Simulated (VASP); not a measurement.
A run of VASP 6.6.1 is set up as follows.

Contents of INCAR:

```
PREC = Accurate ; ENCUT = 520
EDIFF = 1E-6 ; ISMEAR = 0
SIGMA = 0.15 ; LREAL = False
LASPH = True ; NELM = 80
ALGO = Normal ; ISIF = 2
LWAVE = False ; LCHARG = False
GGA = CA ; NBANDS = 14
```

The input KPOINTS:

```
Automatic mesh
0
Gamma
  20 20 20
```

File POSCAR:

```
TiH
1.0
    0.0000000000      2.0896972200      2.0896972200
    2.0896972200      0.0000000000      2.0896972200
    2.0896972200      2.0896972200      0.0000000000
Ti H
1 1
Direct
    0.0478538226      0.0478538226     -0.0478538226
    0.5000000000      0.5000000000      0.5000000000
```

Potentials or basis: VASP PAW LDA potentials, release 64 (Ti_sv, H).

Run with:

```console
$ cat potpaw_LDA.64/Ti_sv/POTCAR potpaw_LDA.64/H/POTCAR > POTCAR
$ mpirun -np 1 vasp_std > vasp.out
```

Problem. What does it give for the pressure?

Solution. -6.3 GPa.

Problem. What does it give for the largest force?

Solution. 0.677 eV/Å.

Problem. Estimate the band gap on the k mesh.

Solution. Zero (an odd number of electrons rules out a gap without spin polarisation).

Stress tensor (GPa, compression positive):
```
-9.29  0.00  0.00
 0.00 -9.29  0.00
 0.00  0.00 -0.42
```

Caveat: the cell differs from its parent crystal (all Ti atoms moved -0.200 Å, as atom 1 towards its neighbour atom 2 (H) at 2.090 Å); the stress differs along the axes, from -9 to -0 GPa; an odd number of electrons without spin polarisation forces a metal; a magnetic or distorted state may lie lower.
